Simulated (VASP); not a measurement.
# GaN (P-6m2) in VASP: a series of runs, part 2 of 2

VASP 6.6.1. Earlier steps stand in the parts before.

## 4. Single point, PBE, collinear spin, ferromagnetic start

This run uses another cell than the first one, of 10.41 Å³/atom.

The input, INCAR:

```
PREC = Accurate
ENCUT = 520
EDIFF = 1E-6
ISMEAR = 0
SIGMA = 0.1
LREAL = False
LASPH = True
NELM = 150
ALGO = Normal
ISIF = 2
LWAVE = False
LCHARG = False
ISPIN = 2
MAGMOM = 0 1
LORBIT = 11
GGA = PE
NBANDS = 20
```

The input, KPOINTS:

```
regular mesh
0
Gamma
  6 6 6
```

The input, POSCAR:

```
GaN
1.0
    2.9966507173      0.0000000000      0.0000000000
   -1.4983253587      2.5951756475      0.0000000000
    0.0000000000      0.0000000000      2.6770823439
Ga N
1 1
Direct
    0.0000000000      0.0000000000      0.5000000000
    0.6666666667      0.3333333333      0.0000000000
```

Launch:

```
> cat potpaw_PBE.64/Ga_d/POTCAR potpaw_PBE.64/N/POTCAR > POTCAR
> mpirun -np 1 vasp_std > vasp.out
```

It took 33 s on 1 thread of Intel Xeon 8259CL, shared host; peak memory 0.15 GiB.

The run converged. Its results:

| Quantity | Value |
| --- | --- |
| Free energy | -10.2785 eV |
| Pressure | 0.4 GPa |
| Band gap on the k mesh | zero (filled and empty bands overlap) |
| Net moment | 0.00 μB per cell |
| Valence electrons inside the program's atomic spheres | Ga 11.56; N 3.64 |

Stress tensor (GPa, compression positive):
```
0.47 0.00 0.00
0.00 0.47 0.00
0.00 0.00 0.39
```

Levels at points of the mesh, in eV from the Fermi level:
Spin up:
| k point | band 5 | band 6 | band 7 | band 8 | band 9 | band 10 | band 11 | band 12 | band 13 | band 14 |
| --- | --- | --- | --- | --- | --- | --- | --- | --- | --- | --- |
| (0.00, 0.00, 0.00) | -14.50 | -14.50 | -1.19 | -1.04 | -1.04 | -0.33 | 9.50 | 9.50 | 10.89 | 14.61 |
| (0.50, 0.00, 0.00) | -14.52 | -13.71 | -8.56 | -2.84 | 0.10 | 2.41 | 7.10 | 11.46 | 12.60 | 12.90 |
| (0.00, 0.00, 0.50) | -14.67 | -14.55 | -9.15 | -0.12 | -0.12 | 5.17 | 5.75 | 12.37 | 12.37 | 16.89 |
| (0.50, 0.00, 0.50) | -14.37 | -11.76 | -6.04 | -5.31 | -1.09 | -0.72 | 7.18 | 7.82 | 7.96 | 13.78 |
Spin down:
| k point | band 5 | band 6 | band 7 | band 8 | band 9 | band 10 | band 11 | band 12 | band 13 | band 14 |
| --- | --- | --- | --- | --- | --- | --- | --- | --- | --- | --- |
| (0.00, 0.00, 0.00) | -14.50 | -14.50 | -1.19 | -1.04 | -1.04 | -0.33 | 9.50 | 9.50 | 10.89 | 14.61 |
| (0.50, 0.00, 0.00) | -14.52 | -13.71 | -8.56 | -2.84 | 0.10 | 2.41 | 7.10 | 11.46 | 12.60 | 12.90 |
| (0.00, 0.00, 0.50) | -14.67 | -14.55 | -9.15 | -0.12 | -0.12 | 5.17 | 5.75 | 12.37 | 12.37 | 16.89 |
| (0.50, 0.00, 0.50) | -14.37 | -11.76 | -6.04 | -5.31 | -1.09 | -0.72 | 7.18 | 7.82 | 7.96 | 13.78 |

Caveat: the k points lie up to 0.40 Å⁻¹ apart, too coarse for converged energies and pressures of a metal.

## 5. Single point, PBE

This run uses another cell than the first one, of 10.32 Å³/atom.

The input, INCAR:

```
ALGO = Normal
EDIFF = 1E-6
ENCUT = 520
GGA = PE
ISIF = 2
ISMEAR = 0
LASPH = T
LCHARG = F
LREAL = F
LWAVE = F
NBANDS = 16
NELM = 80
PREC = Accurate
SIGMA = 0.1
```

The input, KPOINTS:

```
k-points
0
Gamma
  24 24 20
```

The input, POSCAR:

```
GaN
1.0
    2.9805589022      0.0000000000      0.0000000000
   -1.4902794511      2.5812397267      0.0000000000
    0.0000000000      0.0000000000      2.6831982955
Ga N
1 1
Direct
    0.0000000000      0.0000000000      0.5000000000
    0.6666666667      0.3333333333      0.0000000000
```

Launch:

```
> cat potpaw_PBE.64/Ga_d/POTCAR potpaw_PBE.64/N/POTCAR > POTCAR
> mpirun -np 1 vasp_std > vasp.out
```

Wall time 3.3 min (1 thread of Intel Xeon 8259CL, shared host); peak memory 0.32 GiB.

It converged, with:

```yaml
Free_energy: -10.2715 eV
Pressure: 0.6 GPa
Band_gap_on_the_k_mesh: zero (bands 9 and 10 overlap by 1.26 eV)
```

Stress tensor (GPa, compression positive):
```
0.52 0.00 0.00
0.00 0.52 0.00
0.00 0.00 0.72
```

Levels at points of the mesh, in eV from the Fermi level:
```csv
k point,band 5,band 6,band 7,band 8,band 9,band 10,band 11,band 12,band 13,band 14
"(0.00, 0.00, 0.00)",-14.53,-14.53,-1.17,-0.90,-0.90,-0.21,9.68,9.68,10.89,14.78
"(0.50, 0.00, 0.00)",-14.55,-13.68,-8.53,-2.73,0.18,2.51,7.20,11.45,12.75,12.83
"(0.00, 0.00, 0.50)",-14.71,-14.52,-9.20,0.02,0.02,5.38,5.90,12.53,12.53,17.03
"(0.50, 0.00, 0.50)",-14.39,-11.68,-6.01,-5.29,-1.11,-0.61,7.33,7.92,8.04,13.98
```

## 6. Relaxation of cell and atoms, PBE

This run uses another cell than the first one, of 10.41 Å³/atom.

The input, INCAR:

```
SYSTEM = GaN
PREC = Accurate ; ENCUT = 600
EDIFF = 1E-7 ; ISMEAR = 0
SIGMA = 0.1 ; LREAL = .FALSE.
LASPH = .TRUE. ; NELM = 80
ALGO = Normal ; ISIF = 3
LWAVE = .FALSE. ; LCHARG = .FALSE.
GGA = PE ; IBRION = 2
NSW = 100 ; EDIFFG = -0.01
```

The input, KPOINTS:

```
regular mesh
0
G
  24 24 20
  0 0 0
```

The input, POSCAR:

```
GaN
1.0
    2.9966507173      0.0000000000      0.0000000000
   -1.4983253587      2.5951756475      0.0000000000
    0.0000000000      0.0000000000      2.6770823439
Ga N
1 1
Direct
    0.0000000000      0.0000000000      0.5000000000
    0.6666666667      0.3333333333      0.0000000000
```

Potentials or basis: VASP PAW PBE potentials, release 64 (Ga_d, N).

Launch:

```
> cat potpaw_PBE.64/Ga_d/POTCAR potpaw_PBE.64/N/POTCAR > POTCAR
> mpirun -np 1 vasp_std > vasp.out
```

OUTCAR:

```text
SYSTEM = GaN
   PREC = Accurate
   ENCUT = 600
   EDIFF = 1E-7
   ISMEAR = 0
   LREAL = .FALSE.
   LASPH = .TRUE.
   NELM = 80
   ISIF = 3
   GGA = PE
   IBRION = 2
   NSW = 100
   EDIFFG = -0.01

 ion  position               nearest neighbor table
   1  0.000  0.000  0.500-   2 2.19   2 2.19   2 2.19   2 2.19   2 2.19   2 2.19
   2  0.667  0.333  0.000-   1 2.19   1 2.19   1 2.19   1 2.19   1 2.19   1 2.19

  LATTYP: Found a hexagonal cell.
 ALAT       =     2.9966507173
 C/A-ratio  =     0.8933581510

  Lattice vectors:

 A1 = (   2.9966507173,   0.0000000000,   0.0000000000)
 A2 = (  -1.4983253587,   2.5951756475,   0.0000000000)
 A3 = (   0.0000000000,   0.0000000000,   2.6770823439)

Analysis of symmetry for initial positions (statically):
=====================================================================
 Subroutine PRICEL returns:
[... 341 lines left out ...]
      6      -7.1250      2.00000
      7       6.2269      2.00000
      8       6.5064      2.00000
      9       6.5064      2.00000
     10       7.1707      1.99863
     11      17.0644      0.00000
     12      17.0644      0.00000
     13      18.2752      0.00000
[... 354 lines left out ...]
  band No.  band energies     occupation
      1      -8.2984      2.00000
      2      -7.5616      2.00000
      3      -7.2735      2.00000
      4      -7.1889      2.00000
      5      -7.1510      2.00000
      6      -6.2745      2.00000
      7      -1.0631      2.00000
      8       4.5263      2.00000
      9       7.5751      0.01185
     10      10.0738      0.00000
     11      14.5620      0.00000
     12      18.6859      0.00000
     13      20.2257      0.00000

 [... further k-points ...]

------------------------ aborting loop because EDIFF is reached ----------------------------------------

  FORCE on cell =-STRESS in cart. coord.  units (eV):
  Direction    XX          YY          ZZ          XY          YZ          ZX
  --------------------------------------------------------------------------------------
  -------------------------------------------------------------------------------------
  Total        0.0002444      0.0002444     -0.0028969     -0.0000000      0.0000000      0.0000000
  in kB        0.0189123      0.0189123     -0.2241979     -0.0000000      0.0000000      0.0000000
  external PRESSURE =      -0.0621245 kB  Pullay stress =       0.0000000 kB
[... 17 lines left out ...]
  FREE ENERGIE OF THE ION-ELECTRON SYSTEM (eV)
  ---------------------------------------------------
  free  energy   TOTEN  =       -10.2735383297 eV

  energy  without entropy=      -10.2706689167  energy(sigma->0) =      -10.27210362

 reached required accuracy - stopping structural energy minimisation
```

CONTCAR:

```text
GaN
   1.00000000000000
     2.9831844271746593    0.0000000000002592    0.0000000000000000
    -1.4915922136368804    2.5835134981559289   -0.0000000000000000
    -0.0000000000000000   -0.0000000000000000    2.6861202027736950
  Ga              N
     1     1
Direct
     0.0000000000000000    0.0000000000000000    0.5000000000000000
     0.6666666667000030    0.3333333332999970    0.0000000000000000

  0.00000000E+00  0.00000000E+00  0.00000000E+00
  0.00000000E+00  0.00000000E+00  0.00000000E+00
```

It took 8.3 min on 1 thread of Intel Xeon 8259CL, shared host; peak memory 0.36 GiB.

Results:

```
Free energy                           : -10.2735 eV
Relaxed volume                        : 10.35 Å³/atom
Relaxed cell                          : a = 2.983 Å, b = 2.983 Å, c = 2.686 Å, α = 90.00°, β = 90.00°, γ = 120.00°
Space group after relaxing (to 0.1 Å) : P-6m2 (No. 187)
Energy gained by relaxing             : 0.8 meV/atom
Ionic steps                           : 5
Pressure after relaxing               : 0.0 GPa
Band gap on the k mesh                : zero (bands 9 and 10 overlap by 1.25 eV)
```

The path:
```
step  energy change (eV)  largest force (eV/Å)  pressure (GPa)  volume (Å³)
   1              0.0000                0.0000           -0.63        20.82
   2             -0.0011                0.0000           -0.11        20.70
   3             -0.0015                0.0000           -0.30        20.74
   4             -0.0015                0.0000            0.22        20.68
   5             -0.0015                0.0000           -0.01        20.70
```

Final structure:
```
CELL_PARAMETERS angstrom
2.98318 0.00000 0.00000
-1.49159 2.58351 0.00000
0.00000 0.00000 2.68612
ATOMIC_POSITIONS crystal
Ga 0.00000 0.00000 0.50000
N 0.66667 0.33333 0.00000
```

Levels at points of the mesh, in eV from the Fermi level:
```tsv
k point	band 5	band 6	band 7	band 8	band 9	band 10	band 11	band 12	band 13
(0.00, 0.00, 0.00)	-14.52	-14.52	-1.17	-0.89	-0.89	-0.23	9.67	9.67	10.88
(0.50, 0.00, 0.00)	-14.55	-13.67	-8.51	-2.72	0.18	2.50	7.18	11.44	12.72
(0.00, 0.00, 0.50)	-14.70	-14.50	-9.18	0.02	0.02	5.36	5.88	12.50	12.50
(0.50, 0.00, 0.50)	-14.39	-11.68	-5.99	-5.28	-1.12	-0.60	7.32	7.90	8.03
```

## 7. The runs side by side

| task | spin | cell | k mesh | cutoff (eV) | gap on the mesh (eV) | pressure (GPa) | moment (μB) | relaxed volume (Å³/atom) |
| --- | --- | --- | --- | --- | --- | --- | --- | --- |
| relaxation of cell and atoms | off | relaxed from a = 3.003, b = 3.003, c = 2.675 Å, angles 90.0, 90.0, 120.0°, 2 atoms | 6 × 6 × 6 | 600 | none | -0.1 | - | 10.44 |
| single point | collinear, ferromagnetic start | a = 2.632, b = 2.632, c = 4.376 Å, angles 90.0, 90.0, 120.0°, 2 atoms | 6 × 6 × 4 | 520 | none | -2.5 | 1.30 | - |
| single point | collinear, ferromagnetic start | a = 2.997, b = 2.997, c = 2.677 Å, angles 90.0, 90.0, 120.0°, 2 atoms | 6 × 6 × 6 | 520 | none | 0.4 | 0.00 | - |
| single point | off | a = 2.981, b = 2.981, c = 2.683 Å, angles 90.0, 90.0, 120.0°, 2 atoms | 24 × 24 × 20 | 520 | none | 0.6 | - | - |
| relaxation of cell and atoms | off | relaxed from a = 2.997, b = 2.997, c = 2.677 Å, angles 90.0, 90.0, 120.0°, 2 atoms | 24 × 24 × 20 | 600 | none | 0.0 | - | 10.35 |

Alike in all rows: level PBE; potentials or basis VASP PAW PBE potentials, release 64 (Ga_d, N); smearing gaussian 0.1 eV.

Caveats: some runs use coarse meshes.

Absolute energies hang on the potentials; compare differences alone.
